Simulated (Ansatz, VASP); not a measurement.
**PbSe: VASP beside Ansatz**

INCAR

```
  ALGO = Normal
  EDIFF = 1E-8
  ENCUT = 520
  GGA = PE
  ISIF = 2
  ISMEAR = -1
  LASPH = T
  LCHARG = F
  LEFG = T
  LREAL = F
  LWAVE = F
  NBANDS = 17
  NELM = 100
  PREC = Accurate
  SIGMA = 0.03
```

The input KPOINTS:

```
k-points
0
Gamma
  10 10 10
```

POSCAR

```
PbSe
1.0
    0.0000000000      3.0476067612      3.2322797198
    3.0476067612      0.0000000000      3.2322797198
    3.0476067612      3.0476067612      0.0000000000
Pb Se
1 1
Direct
    0.0000000000      0.0000000000      0.0000000000
    0.5000000000      0.5000000000      0.5000000000
```

Input for Ansatz:

```yaml
crystal:
  lattice:
    - [0.0, 3.0476067612, 3.2322797198]
    - [3.0476067612, 0.0, 3.2322797198]
    - [3.0476067612, 3.0476067612, 0.0]
  atoms:
    - { symbol: Pb, position: [0.0, 0.0, 0.0] }
    - { symbol: Se, position: [0.5, 0.5, 0.5] }
kpoints:
  mp_grid: { grid: [10, 10, 10] }
scf:
  occupations: { method: fermi_dirac, width: 0.03 }
hamiltonian:
  xc: pbe
  pseudopotentials: { kind: paw }
output:
  forces: true
  stress: true
  eigenvalues: true
  efg: { contact_densities: true }
```

Change from the starting cell: z stretched by +4 % at fixed volume, PAW files.

Alike in both runs: task electric field gradients; functional PBE; k mesh 10 × 10 × 10; occupations fermi-dirac, width 0.03 eV; no spin polarisation.

|  | VASP | Ansatz |
| --- | --- | --- |
| version | VASP 6.6.1 | Ansatz 0.2.0 |
| potentials or method | VASP PAW PBE potentials, release 64 (Pb_d, Se) | PAW with Ansatz's default frozen-core files, scalar-relativistic |
| plane-wave cutoff (eV) | 520 | 420 |
| valence electrons in the cell | 20 | 30 |

```csv
,VASP,Ansatz,Ansatz less VASP
pressure (GPa),0.5,0.5,+0.01
"traceless stress, the component that is largest in VASP (GPa)",-3.64,-3.62,+0.011
size of Vzz on the site where it differs most (V/Å²),167.0,178.6,+11.63
```

VASP's potentials hold 20 valence electrons a cell and Ansatz's 30, so a difference there can come from the potentials and not from the codes.

Spin-orbit coupling is off throughout.
